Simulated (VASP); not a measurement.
Wanted: the native input for a VASP 6.6.1 run.

```
Task                               : single point
Functional                         : PBE-based global hybrid with 10 % exact exchange
Potentials or basis                : VASP PAW PBE potentials, release 64 (Ca_sv, O)
Cutoff                             : 520 eV
k mesh                             : 6 × 6 × 6
Occupations                        : fermi-dirac, width 0.05 eV
Spin                               : no spin polarisation
Dipole correction                  : no
Grid for exact exchange (PRECFOCK) : Normal
Share of exact exchange            : 0.1
Further INCAR settings             : ALGO = Normal; EDIFF = 1e-06; NBANDS = 15
```

CaO:

```
Ca O
1.0
     0.00000    2.40356    2.40356
     2.40356    0.00000    2.40356
     2.40356    2.40356    0.00000
Ca O
1 1
Cartesian
  0.0000 0.0000 0.0000
  2.4036 2.4036 2.4036
```

The input as run:

POSCAR

```
CaO
1.0
    0.0000000000      2.4035556960      2.4035556960
    2.4035556960      0.0000000000      2.4035556960
    2.4035556960      2.4035556960      0.0000000000
Ca O
1 1
Direct
    0.0000000000      0.0000000000      0.0000000000
    0.5000000000      0.5000000000      0.5000000000
```

INCAR.step1

```
SYSTEM = CaO
  PREC = Accurate
  ENCUT = 520
  EDIFF = 1E-5
  ISMEAR = -1
  SIGMA = 0.05
  LREAL = .FALSE.
  LASPH = .TRUE.
  NELM = 100
  ALGO = Normal
  ISIF = 2
  LWAVE = .TRUE.
  LCHARG = .FALSE.
  NBANDS = 15
  GGA = PE
```

INCAR.step2

```
SYSTEM = CaO
  PREC = Accurate
  ENCUT = 520
  EDIFF = 1E-6
  ISMEAR = -1
  SIGMA = 0.05
  LREAL = .FALSE.
  LASPH = .TRUE.
  NELM = 100
  ALGO = Normal
  ISIF = 2
  LWAVE = .FALSE.
  LCHARG = .FALSE.
  GGA = PE
  LHFCALC = .TRUE.
  AEXX = 0.1
  PRECFOCK = Normal
  NBANDS = 15
  ISTART = 1
```

KPOINTS

```
Automatic mesh
0
G
  6 6 6
  0 0 0
```

Potentials or basis: VASP PAW PBE potentials, release 64 (Ca_sv, O).

Run with:

```bash
$ cat potpaw_PBE.64/Ca_sv/POTCAR potpaw_PBE.64/O/POTCAR > POTCAR
$ cp INCAR.step1 INCAR
$ mpirun -np 1 vasp_std > vasp.out
$ cp INCAR.step2 INCAR
$ mpirun -np 1 vasp_std > vasp.out
```

It gave:

```yaml
Pressure: 1.3 GPa
Band_gap_on_the_k_mesh: 4.58 eV (least direct gap 4.98 eV)
```

Caveat: the PAW data sets were made with another functional, which shifts forces and pressure a little.

Wall time 27 min on 1 thread of Intel(R) Xeon(R) Platinum 8375C CPU @ 2.90GHz (Ice Lake) (shared host), peak memory 0.18 GiB.
